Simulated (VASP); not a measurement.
# H6C in VASP: a series of runs

The runs below take H6C through single point, relaxation of the atoms, with PBE+D3(BJ).

All numbers are computed with VASP 6.6.1; they aren't measurements. Logs are shortened: lines on timing, memory, paths and dates and some standing lists are left out, and cuts for length are marked.

## 1. The cell of the first run

The cell holds an amorphous packing of atoms, 28 atoms: a = 7.192 Å, b = 7.192 Å, c = 7.192 Å, α = 90.00°, β = 90.00°, γ = 90.00°.

## 2. Single point, PBE+D3(BJ)

INCAR

```
ALGO     = Normal         # electronic algorithm
EDIFF    = 1E-6           # SCF threshold, eV
ENCUT    = 520            # plane-wave cutoff, eV
GGA      = PE             # functional
ISIF     = 2              # what is computed and relaxed
ISMEAR   = -1             # smearing method
IVDW     = 12             # dispersion correction
LASPH    = True           # aspherical terms in the spheres
LCHARG   = False          # write CHGCAR
LREAL    = Auto         
LWAVE    = False          # write WAVECAR
NBANDS   = 40             # bands
NELM     = 100            # most SCF steps
PREC     = Accurate       # precision mode
SIGMA    = 0.05           # smearing width, eV
```

KPOINTS

```
k-points
0
Gamma
  1 1 1
```

POSCAR

```
H6C
1.0
    7.1919660000      0.0000000000      0.0000000000
    0.0000000000      7.1919660000      0.0000000000
    0.0000000000      0.0000000000      7.1919660000
H C
24 4
Direct
    0.9554967307      0.1010850163      0.9609194482
    0.8969869991      0.1379316866      1.0352523913
   -0.2687165095      0.0409762783      0.6510459032
   -0.2550623849      0.0497499571      0.5454280512
    0.1916583032      0.5286315314      0.2468170734
    0.1352203278      0.4397823905      0.2126817618
    0.4572185130      0.0777812353      0.7581515263
    0.3700100918      0.1435907789      0.7628095016
    0.0248471697      0.7605013706      0.9674267092
   -0.1981516598      0.6512127560      1.0304692764
   -0.0220940978      0.5279085023      0.9080270958
   -0.1505290765      0.7193999527      0.7945393513
    0.4537006988      0.9695540830      0.3518926536
    0.2826348178      0.9219593085      0.1803679272
    0.2406713269      0.8729740936      0.4228885398
    0.3804940123      0.7240857368      0.3106243828
    0.3565506289      0.7030066605      0.7027007636
    0.3531440499      0.4860006290      0.6233344262
    0.2621119177      0.5206504035      0.8544117144
    0.4972214830      0.5145741790      0.8246284813
    0.7000589269      0.4351661284      0.1838996458
    0.8590418809      0.3895457793      0.3796180349
    0.7021863007      0.2107768585      0.2825652958
    0.6105284702      0.3997933249      0.4188284539
   -0.0825921591      0.6657567625      0.9245316232
    0.3453019661      0.8753378423      0.3122651025
    0.3646708007      0.5567740448      0.7559963437
    0.7261853018      0.3647681316      0.3163669016
```

Potentials or basis: VASP PAW PBE potentials, release 64 (H, C).

Command:

```
$ cat potpaw_PBE.64/H/POTCAR potpaw_PBE.64/C/POTCAR > POTCAR
$ mpirun -np 1 vasp_gam > vasp.out
```

OUTCAR:

```text
EDIFF = 1E-6
   ENCUT = 520
   GGA = PE
   ISIF = 2
   ISMEAR = -1
   IVDW = 12
   LASPH = True
   LREAL = Auto
   NELM = 100
   PREC = Accurate
 IVDW          = 12

 ion  position               nearest neighbor table
   1  0.955  0.101  0.961-   2 0.73
   2  0.897  0.138  0.035-   1 0.73
   3  0.731  0.041  0.651-   4 0.77
   4  0.745  0.050  0.545-   3 0.77
   5  0.192  0.529  0.247-   6 0.80
   6  0.135  0.440  0.213-   5 0.80
[... 16 lines left out ...]
  23  0.702  0.211  0.283-  28 1.15
  24  0.611  0.400  0.419-  28 1.14
  25  0.917  0.666  0.925-   9 1.08  11 1.09  12 1.12  10 1.13
  26  0.345  0.875  0.312-  13 1.07  15 1.10  14 1.10  16 1.12
  27  0.365  0.557  0.756-  19 1.05  18 1.08  20 1.12  17 1.12
  28  0.726  0.365  0.316-  22 1.07  21 1.10  24 1.14  23 1.15

  LATTYP: Found a simple cubic cell.
 ALAT       =     7.1919660000

  Lattice vectors:

 A1 = (   7.1919660000,   0.0000000000,   0.0000000000)
 A2 = (   0.0000000000,   7.1919660000,   0.0000000000)
 A3 = (   0.0000000000,   0.0000000000,   7.1919660000)

Analysis of symmetry for initial positions (statically):
=====================================================================
 Subroutine PRICEL returns:
 Original cell was already a primitive cell.

 Routine SETGRP: Setting up the symmetry group for a
 simple cubic supercell.

 Subroutine GETGRP returns: Found  1 space group operations
 (whereof  1 operations were pure point group operations)
 out of a pool of 48 trial point group operations.

The static configuration has the point symmetry C_1 .

Analysis of symmetry for dynamics (positions and initial velocities):
=====================================================================
 Subroutine PRICEL returns:
 Original cell was already a primitive cell.

 Routine SETGRP: Setting up the symmetry group for a
 simple cubic supercell.

 Subroutine GETGRP returns: Found  1 space group operations
 (whereof  1 operations were pure point group operations)
 out of a pool of 48 trial point group operations.

The dynamic configuration has the point symmetry C_1 .

 Subroutine INISYM returns: Found  1 space group operations
 (whereof  1 operations are pure point group operations),
 and found     1 'primitive' translations

----------------------------------------------------------------------------------------

                                     Primitive cell

  volume of cell :     371.9999

  direct lattice vectors                    reciprocal lattice vectors
     7.191966000  0.000000000  0.000000000     0.139044039  0.000000000  0.000000000
     0.000000000  7.191966000  0.000000000     0.000000000  0.139044039  0.000000000
     0.000000000  0.000000000  7.191966000     0.000000000  0.000000000  0.139044039

  length of vectors
     7.191966000  7.191966000  7.191966000     0.139044039  0.139044039  0.139044039

  position of ions in fractional coordinates (direct lattice)
     0.955496731  0.101085016  0.960919448
     0.896986999  0.137931687  0.035252391
     0.731283490  0.040976278  0.651045903
     0.744937615  0.049749957  0.545428051
     0.191658303  0.528631531  0.246817073
     0.135220328  0.439782390  0.212681762
[... 20 lines left out ...]
     0.364670801  0.556774045  0.755996344
     0.726185302  0.364768132  0.316366902

  ion indices of the primitive-cell ions
   primitive index   ion index
                 1           1
                 2           2
                 3           3
                 4           4
                 5           5
                 6           6
[... 20 lines left out ...]
                27          27
                28          28

----------------------------------------------------------------------------------------

 KPOINTS: k-points

Automatic generation of k-mesh.
 Grid dimensions read from file:
 generate k-points for:    1    1    1

 Generating k-lattice:

  Cartesian coordinates                     Fractional coordinates (reciprocal lattice)
     0.139044039  0.000000000  0.000000000     1.000000000  0.000000000  0.000000000
     0.000000000  0.139044039  0.000000000     0.000000000  1.000000000  0.000000000
     0.000000000  0.000000000  0.139044039     0.000000000  0.000000000  1.000000000

  Length of vectors
     0.139044039  0.139044039  0.139044039

  Shift w.r.t. Gamma in fractional coordinates (k-lattice)
     0.000000000  0.000000000  0.000000000

 Subroutine IBZKPT returns following result:
 ===========================================

 Found      1 irreducible k-points:

 Following reciprocal coordinates:
            Coordinates               Weight
  0.000000  0.000000  0.000000      1.000000
   k-points           NKPTS =      1   k-points in BZ     NKDIM =      1   number of bands    NBANDS=     40
   number of dos      NEDOS =    301   number of ions     NIONS =     28
   total plane-waves  NPLWV = 157464
   dimension x,y,z NGX =    54 NGY =   54 NGZ =   54
   dimension x,y,z NGXF=   108 NGYF=  108 NGZF=  108
   ions per type =              24   4
   NGX,Y,Z   is equivalent  to a cutoff of  12.48, 12.48, 12.48 a.u.
   NGXF,Y,Z  is equivalent  to a cutoff of  24.96, 24.96, 24.96 a.u.
 SYSTEM =  unknown system
   PREC   = accura    normal or accurate (medium, high low for compatibility)
   ISTART =      0    job   : 0-new  1-cont  2-samecut
   ICHARG =      2    charge: 1-file 2-atom 10-const
   ISPIN  =      1    spin polarized calculation?
   LNONCOLLINEAR =      F non collinear calculations
   LSORBIT =      F    spin-orbit coupling
   LASPH  =      T    aspherical Exc in radial PAW
   ENCUT  =  520.0 eV  38.22 Ry    6.18 a.u.  13.37 13.37 13.37*2*pi/ulx,y,z
   NELM   =    100;   NELMIN=  2; NELMDL= -5     # of ELM steps
   EDIFF  = 0.1E-05   stopping-criterion for ELM
   LREAL  =      T    real-space projection
   EDIFFG = 0.1E-04   stopping-criterion for IOM
   NSW    =      0    number of steps for IOM
   IBRION =     -1    ionic relax: 0-MD 1-quasi-New 2-CG
   NFREE  =      0    steps in history (QN), initial steepest desc. (CG)
   ISIF   =      2    stress and relaxation
   ISYM   =      2    0-nonsym 1-usesym 2-fastsym
   POTIM  = 0.5000    time-step for ionic-motion
   TEBEG  =    0.0;   TEEND  =   0.0 temperature during run
   PSTRESS=    0.0 pullay stress
   NELECT =      40.0000    total number of electrons
   NUPDOWN=      -1.0000    fix difference up-down
   EMIN   =  10.00;   EMAX   =-10.00  energy-range for DOS
   EFERMI =   0.00;   METHOD = LEGACY
   ISMEAR =    -1;   SIGMA  =   0.05  broadening in eV -4-tet -1-fermi 0-gaus
   EFERMI_NEDOS =   21; number of points for ismear=-14 and -15
   IALGO  =     38    algorithm
   IMIX   =      4    mixing-type and parameters
     AMIX     =   0.40;   BMIX     =  1.00
     AMIX_MAG =   1.60;   BMIX_MAG =  1.00
  volume/ion in A,a.u.               =      13.29        89.66
  Fermi-wavevector in a.u.,A,eV,Ry     =   0.778480  1.471113  8.245544  0.606030
  Thomas-Fermi vector in A             =   1.881384
   LORBIT       =      0    0 simple, 1 ext, 2 COOP (PROOUT), +10 PAW based schemes
   GGA     = PE    functional components
   LHFCALC =     F    Hartree Fock is set to
   AEXX    =    0.0000 exact exchange contribution
   IVDW    =    12    specifies the selected vdW correction
   LEPSILON=     F    determine dielectric tensor
   LRPA    =     F    only Hartree local field effects (RPA)
 non-spin polarized calculation
  energy-cutoff  :      520.00
  volume of cell :      372.00
 maximum number of plane-waves:      4970
 NGX is ok and might be reduce to    54
   NGX = 27   NGY = 27   NGZ = 27

 number of electron      39.9999999 magnetization

 Free energy of the ion-electron system (eV)
  ---------------------------------------------------
  ext. energy  EPLUGINS =         0.00000000
  ---------------------------------------------------
  free energy    TOTEN  =      -122.69846672 eV

  energy without entropy =     -122.69846672  energy(sigma->0) =     -122.69846672

 E-fermi :  -5.6564     XC(G=0):  -5.2558

 val. band max:       -6.9219424853   @ k =   0.0000   0.0000   0.0000
 cond. band min:       0.9149912888   @ k =   0.0000   0.0000   0.0000
 fundamental gap:      7.8369337742
 Fermi energy:        -5.6563614018

 k-point     1 :       0.0000    0.0000    0.0000
  band No.  band energies     occupation
      1     -15.4972      2.00000
      2     -15.3303      2.00000
      3     -15.2609      2.00000
      4     -15.1072      2.00000
      5      -9.1088      2.00000
      6      -8.8935      2.00000
[... 24 lines left out ...]
     31       4.0360      0.00000
     32       4.1523      0.00000
 [bands above 32 left out]

------------------------ aborting loop because EDIFF is reached ----------------------------------------

 Edisp (eV)   -0.62420

 E8    (eV) :    -0.1241

  FORCE on cell =-STRESS in cart. coord.  units (eV):
  Direction    XX          YY          ZZ          XY          YZ          ZX
  --------------------------------------------------------------------------------------
  -------------------------------------------------------------------------------------
  Total       0.48816    -3.12093    -2.29582     0.83631     1.88912    -0.77677
  in kB       2.10247   -13.44160    -9.88793     3.60194     8.13630    -3.34550
  external pressure =       -7.08 kB  Pullay stress =        0.00 kB

 VOLUME and BASIS-vectors are now :
 -----------------------------------------------------------------------------
  energy-cutoff  :      520.00
  volume of cell :      372.00
      direct lattice vectors                 reciprocal lattice vectors
     7.191966000  0.000000000  0.000000000     0.139044039  0.000000000  0.000000000
     0.000000000  7.191966000  0.000000000     0.000000000  0.139044039  0.000000000
     0.000000000  0.000000000  7.191966000     0.000000000  0.000000000  0.139044039

 POSITION                                       TOTAL-FORCE (eV/Angst)
 -----------------------------------------------------------------------------------
      6.87190      0.72700      6.91090         0.451167     -0.280913     -0.588628
      6.45110      0.99200      0.25353        -0.419242      0.305279      0.542087
      5.25937      0.29470      4.68230         0.147202      0.004051     -0.574782
      5.35757      0.35780      3.92270        -0.028717     -0.076704      0.597969
      1.37840      3.80190      1.77510        -0.606016     -1.051750     -0.374153
      0.97250      3.16290      1.52960         0.657693      0.930787      0.414063
[... 20 lines left out ...]
      2.62270      4.00430      5.43710         1.636336      0.667856     -0.904564
      5.22270      2.62340      2.27530        -2.448392     -1.557181      0.095764
 -----------------------------------------------------------------------------------
    total drift:                               -0.009202      0.005890     -0.013099

  FREE ENERGIE OF THE ION-ELECTRON SYSTEM (eV)
  ---------------------------------------------------
  free  energy   TOTEN  =      -123.3226713221 eV

  energy  without entropy=     -123.3226713221  energy(sigma->0) =     -123.32267132
```

It took 37 s on 1 thread of Intel Xeon 6975P-C, shared host; peak memory 0.33 GiB.

What came out:

| Property | Result |
| --- | --- |
| Free energy | -123.3227 eV |
| Pressure | -0.7 GPa |
| Largest force | 2.903 eV/Å |
| Band gap on the k mesh | 7.84 eV |
| Dispersion energy per atom | -0.022 eV |

Forces in eV/Å, atoms in the order of the input:
```
H    0.451 -0.281 -0.589
H   -0.419  0.305  0.542
H    0.147  0.004 -0.575
H   -0.029 -0.077  0.598
H   -0.606 -1.052 -0.374
H    0.658  0.931  0.414
H   -0.897  0.570  0.069
H    0.778 -0.593 -0.020
H    0.313  0.443  0.376
H    0.949  0.400 -0.520
H   -0.020 -0.186 -0.323
H    0.523 -0.453  0.497
H    0.816  0.151  0.198
H    0.056 -0.245  0.183
H   -0.318  0.553  0.007
H    0.583  0.766 -0.463
H    0.263 -0.267  1.079
H   -0.231 -0.909 -0.094
H   -1.327 -0.149  0.481
H   -0.170  0.631 -0.608
H    0.270  0.304  0.209
H    0.639  0.136  0.050
H    0.511  1.157  0.430
H    0.904 -0.064 -0.746
C   -1.933 -0.077 -0.059
C   -1.098 -1.110  0.046
C    1.636  0.668 -0.905
C   -2.448 -1.557  0.096
```

Caveat: the k points lie up to 0.87 Å⁻¹ apart.

[end of part 1 of 2]
